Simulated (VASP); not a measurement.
Input of a VASP 6.6.1 run:

File INCAR:

```
ALGO = Normal
EDIFF = 1E-7
EDIFFG = -0.02
ENCUT = 450
GGA = PE
GGA_COMPAT = False
IBRION = 2
ISIF = 2
ISMEAR = -1
LASPH = True
LCHARG = False
LREAL = False
LWAVE = False
NELM = 120
NELMIN = 4
NSW = 80
PREC = Accurate
SIGMA = 0.05
```

File KPOINTS:

```
k-points
0
Gamma
  14 14 14
```

Contents of POSCAR:

```
HgTe
1.0
    0.0000000000      2.9408482460      2.9408482460
    2.9408482460      0.0000000000      2.9408482460
    2.9408482460      2.9408482460      0.0000000000
Hg Te
1 1
Direct
    0.0000000000      0.0000000000      0.0000000000
    0.5000000000      0.5000000000      0.5000000000
```

Potentials or basis: VASP PAW PBE potentials, release 64 (Hg, Te).

Command:

```sh
$ cat potpaw_PBE.64/Hg/POTCAR potpaw_PBE.64/Te/POTCAR > POTCAR
$ mpirun -np 1 vasp_std > vasp.out
```

Predict the band gap on the k mesh.

zero (bands 9 and 10 overlap by 3.12 eV).

Final structure:
```
CELL_PARAMETERS angstrom
0.00000 2.94085 2.94085
2.94085 0.00000 2.94085
2.94085 2.94085 0.00000
ATOMIC_POSITIONS crystal
Hg 0.00000 0.00000 0.00000
Te 0.50000 0.50000 0.50000
```

Caveat: the relaxation stopped at its first step, so nothing moved; spin-orbit coupling is left out, which moves the levels of the heavy elements.
